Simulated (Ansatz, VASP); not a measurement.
# AlAs: VASP beside Ansatz

The input POSCAR:

```
AlAs
1.0
    0.0000000000      2.8372990216      2.8372990216
    2.8372990216      0.0000000000      2.8372990216
    2.8372990216      2.8372990216      0.0000000000
Al As
1 1
Direct
    0.0000000000      0.0000000000      0.0000000000
    0.2500000000      0.2500000000      0.2500000000
```

File INCAR.step1:

```
PREC = Accurate ; ENCUT = 550
ISMEAR = 0 ; SIGMA = 0.02
LREAL = False ; LASPH = True
NELM = 120 ; NBANDS = 11
GGA = PE ; ALGO = Normal
EDIFF = 1E-5 ; LWAVE = True
LCHARG = False ; GGA_COMPAT = False
```

File INCAR.step2:

```
PREC = Accurate ; ENCUT = 550
EDIFF = 1E-6 ; ISMEAR = 0
SIGMA = 0.02 ; LREAL = False
LASPH = True ; NELM = 120
ALGO = Normal ; ISIF = 2
LWAVE = False ; LCHARG = False
METAGGA = R2SCAN ; LMIXTAU = True
NBANDS = 11 ; ISTART = 1
GGA_COMPAT = False
```

The input KPOINTS:

```
regular mesh
0
Gamma
  8 8 8
```

Input for Ansatz:

```yaml
crystal:
  lattice:
    - [0.0, 2.8372990216, 2.8372990216]
    - [2.8372990216, 0.0, 2.8372990216]
    - [2.8372990216, 2.8372990216, 0.0]
  atoms:
    - { symbol: Al, position: [0.0, 0.0, 0.0] }
    - { symbol: As, position: [0.25, 0.25, 0.25] }
basis:
  ecutwfc: 500
kpoints:
  mp_grid: { grid: [8, 8, 8] }
hamiltonian:
  xc: r2scan
scf:
  occupations: { method: gaussian, width: 0.02 }
output:
  forces: true
  stress: true
  eigenvalues: true
```

Alike in both runs: task single point; functional r2SCAN; k mesh 8 × 8 × 8; occupations gaussian, width 0.02 eV; no spin polarisation.

```csv
,VASP,Ansatz
version,VASP 6.6.1,Ansatz 0.2.0
potentials or method,"VASP PAW PBE potentials, release 64 (Al, As), cutoff 550 eV","scalar-relativistic, plane waves, PAW"
valence electrons in the cell,8,18
```

VASP gave:

* gap on the k mesh at the Fermi level (eV): 1.80
* least direct gap on the mesh (eV): 2.64
* pressure (GPa): 0.1

Problem. Which values does Ansatz return?

Solution. gap on the k mesh at the Fermi level (eV): 1.81; least direct gap on the mesh (eV): 2.65; pressure (GPa): 0.1.

VASP's potentials were made for PBE, not for r2SCAN. VASP's potentials hold 8 valence electrons a cell and Ansatz's 18, so a difference there can come from the potentials and not from the codes.
